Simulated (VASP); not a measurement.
Wanted: the native input for a VASP 6.6.1 run.

| Quantity | Value |
| --- | --- |
| Task | relaxation of cell and atoms |
| Functional | RPBE |
| Dispersion | D4 |
| Potentials or basis | VASP PAW PBE potentials, release 64 (Sb) |
| Cutoff | 600 eV |
| k mesh | 8 × 8 × 8 |
| Occupations | fermi-dirac, width 0.05 eV |
| Spin | no spin polarisation |
| Dipole correction | no |
| Further INCAR settings | ALGO = Normal; EDIFF = 1e-06; IBRION = 2; EDIFFG = -0.01; NSW = 60; ISIF = 3 |

The structure of Sb lies in POSCAR:

```
Sb
1.0
    3.1600000000      0.0000000000      0.0000000000
    0.0000000000      3.1600000000      0.0000000000
    0.0000000000      0.0000000000      3.1600000000
Sb
1
Direct
    0.0000000000      0.0000000000      0.0000000000
```

One way to write it, as run:

INCAR

```
SYSTEM = Sb
ALGO = Normal
EDIFF = 1E-6
EDIFFG = -0.01
ENCUT = 600
GGA = RP
IBRION = 2
ISIF = 3
ISMEAR = -1
IVDW = 13
LASPH = .TRUE.
LCHARG = .FALSE.
LREAL = .FALSE.
LWAVE = .FALSE.
NELM = 60
NSW = 60
PREC = Accurate
SIGMA = 0.05
```

KPOINTS

```
k-points
0
G
  8 8 8
  0 0 0
```

Potentials or basis: VASP PAW PBE potentials, release 64 (Sb).

Launch:

```bash
$ cat potpaw_PBE.64/Sb/POTCAR > POTCAR
$ mpirun -np 1 vasp_std > vasp.out
```

Results of the run:

* Relaxed volume: 28.20 Å³/atom
* Relaxed cell: a = 3.044 Å, b = 3.044 Å, c = 3.044 Å, α = 90.00°, β = 90.00°, γ = 90.00°
* Space group after relaxing (to 0.05 Å): Pm-3m (No. 221)
* Energy gained by relaxing: 69.7 meV/atom
* Ionic steps: 3
* Pressure after relaxing: 0.0 GPa
* Dispersion energy per atom: -1.008 eV

Caveat: the PAW data sets were made with another functional, which shifts forces and pressure a little; the volume moved by -11 % from the deposited cell, more than functionals usually miss; pairwise dispersion overbinds metals, which lowers pressure and volume.

Wall time 8.4 s on 1 thread of Intel(R) Xeon(R) 6975P-C (Granite Rapids) (shared host), peak memory 0.16 GiB.
